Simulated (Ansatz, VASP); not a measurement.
**AlCu: VASP beside Ansatz**

```xyz
2
Lattice="3.0140 0.0000 0.0000 0.0000 3.0140 0.0000 0.0000 0.0000 3.0140" Properties=species:S:1:pos:R:3 pbc="T T T"
Al    0.0000    0.0000    0.0000
Cu    1.5070    1.5070    1.5070
```

Alike in both runs: task single point; functional PBEsol; k mesh 14 × 14 × 14; occupations gaussian, width 0.1 eV; no spin polarisation.

```csv
,VASP,Ansatz
version,VASP 6.6.1,Ansatz 0.2.0
potentials or method,"VASP PAW PBE potentials, release 64 (Al, Cu), cutoff 520 eV","scalar-relativistic, plane waves, PAW"
valence electrons in the cell,14,22
```

|  | VASP | Ansatz | Ansatz less VASP |
| --- | --- | --- | --- |
| gap on the k mesh at the Fermi level (eV) | none | none | - |
| pressure (GPa) | -5.7 | -6.5 | -0.83 |

VASP's potentials were made for PBE, not for PBEsol. A gap of «none» marks a metal or a gap that the smearing closes. VASP's potentials hold 14 valence electrons a cell and Ansatz's 22, so a difference there can come from the potentials and not from the codes.
